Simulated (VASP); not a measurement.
Set up this calculation in VASP 6.6.1, as the native input.

| Item | Value |
| --- | --- |
| Task | single point |
| Functional | PBE |
| Potentials or basis | VASP PAW PBE potentials, release 64 (Be, Al) |
| Cutoff | 520 eV |
| k mesh | 6 × 6 × 12 |
| Occupations | gaussian, width 0.1 eV |
| Spin | no spin polarisation |
| Dipole correction | no |
| Further INCAR settings | ALGO = Fast; EDIFF = 1e-06; NBANDS = 20 |

The structure of Be3Al5 lies in POSCAR:

```
Be3Al5
1.0
    6.3000126320      0.0000000000      0.0000000000
    0.0000000000      6.3000126320      0.0000000000
    0.0000000000      0.0000000000      2.7461089081
Be Al
3 5
Direct
    0.0000000000      0.5000000000      0.0000000000
    0.5000000000      0.0000000000      0.0000000000
    0.5000000000      0.5000000000      0.0000000000
    0.7324581757      0.7324581757      0.5000000000
    0.2675418243      0.2675418243      0.5000000000
    0.2675418243      0.7324581757      0.5000000000
    0.0000000000      0.0000000000      0.0000000000
    0.7324581757      0.2675418243      0.5000000000
```

The input as run:

INCAR

```
PREC = Accurate ; ENCUT = 520
EDIFF = 1E-6 ; ISMEAR = 0
SIGMA = 0.1 ; LREAL = False
LASPH = True ; NELM = 80
ALGO = Fast ; ISIF = 2
LWAVE = False ; LCHARG = False
GGA = PE ; NBANDS = 20
```

KPOINTS

```
Automatic mesh
0
Gamma
  6 6 12
```

Potentials or basis: VASP PAW PBE potentials, release 64 (Be, Al).

Command:

```bash
$ cat potpaw_PBE.64/Be/POTCAR potpaw_PBE.64/Al/POTCAR > POTCAR
$ mpirun -np 1 vasp_std > vasp.out
```

It gave:

The pressure is 0.0 GPa and the band gap on the k mesh is zero (an odd number of electrons rules out a gap without spin polarisation).

Run time: 83 s on 1 thread of Intel(R) Xeon(R) Platinum 8259CL CPU @ 2.50GHz (Skylake/Cascade Lake) (shared host), peak memory 0.28 GiB.
